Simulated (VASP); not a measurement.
A run of VASP 6.6.1 is set up as follows.

INCAR

```
SYSTEM = SnTe
  PREC = Accurate
  ENCUT = 520
  EDIFF = 1E-6
  ISMEAR = -1
  SIGMA = 0.05
  LREAL = .False.
  LASPH = .True.
  NELM = 80
  ALGO = Normal
  ISIF = 2
  LWAVE = .False.
  LCHARG = .True.
  GGA = RP
  IVDW = 13
  LELF = .True.
  LVHAR = .True.
  NBANDS = 17
```

KPOINTS

```
Automatic mesh
0
Gamma
  7 7 7
  0 0 0
```

POSCAR

```
SnTe
1.0
    0.0000000000      3.0865288906      3.0865288906
    3.0865288906      0.0000000000      3.0865288906
    3.0865288906      3.0865288906      0.0000000000
Te Sn
1 1
Direct
    0.5000000000      0.5000000000      0.5000000000
    0.0000000000      0.0000000000      0.0000000000
```

Potentials or basis: VASP PAW PBE potentials, release 64 (Te, Sn_d).

The run is started by

```sh
$ cat potpaw_PBE.64/Te/POTCAR potpaw_PBE.64/Sn_d/POTCAR > POTCAR
$ mpirun -np 1 vasp_std > vasp.out
```

Predict the dispersion energy per atom.

-0.850 eV.

What does it give for the pressure?

2.4 GPa.

Caveat: the PAW data sets were made with another functional, which shifts forces and pressure a little.
